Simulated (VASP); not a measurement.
Wanted: the native input for a VASP 6.6.1 run.

- Task: single point
- Functional: PBE
- Potentials or basis: VASP PAW PBE potentials, release 64 (Tl_d)
- Cutoff: 520 eV
- k mesh: 15 × 15 × 15
- Occupations: fermi-dirac, width 0.05 eV
- Spin: non-collinear spin, zero start, spin-orbit coupling
- Starting moments: [[0.0, 0.0, 0.0]] μB
- Dipole correction: no
- Further INCAR settings: ALGO = Normal; EDIFF = 1e-06; NBANDS = 24

The structure of Tl lies in POSCAR:

```
Tl
1.0
   -1.9756814076      1.9756814076      1.9756814076
    1.9756814076     -1.9756814076      1.9756814076
    1.9756814076      1.9756814076     -1.9756814076
Tl
1
Direct
    0.0000000000      0.0000000000      0.0000000000
```

The input as run:

INCAR

```
SYSTEM = Tl
PREC = Accurate
ENCUT = 520
EDIFF = 1E-6
ISMEAR = -1
SIGMA = 0.05
LREAL = .FALSE.
LASPH = .TRUE.
NELM = 150
ALGO = Normal
ISIF = 2
LWAVE = .FALSE.
LCHARG = .FALSE.
MAGMOM = 0 0 0
LORBIT = 11
LSORBIT = .TRUE.
GGA_COMPAT = .FALSE.
LORBMOM = .TRUE.
GGA = PE
NBANDS = 24
```

KPOINTS

```
Automatic mesh
0
G
  15 15 15
  0 0 0
```

Potentials or basis: VASP PAW PBE potentials, release 64 (Tl_d).

Run with:

```console
$ cat potpaw_PBE.64/Tl_d/POTCAR > POTCAR
$ mpirun -np 1 vasp_ncl > vasp.out
```

It gave:

```yaml
Pressure: 0.1 GPa
Net_moment: 0.00 μB per cell
Valence_electrons_inside_the_program's_atomic_spheres: Tl 11.20
```

Wall time 2.4 min on 1 thread of Intel(R) Xeon(R) Platinum 8488C (Sapphire Rapids), on a shared host, peak memory 0.32 GiB.
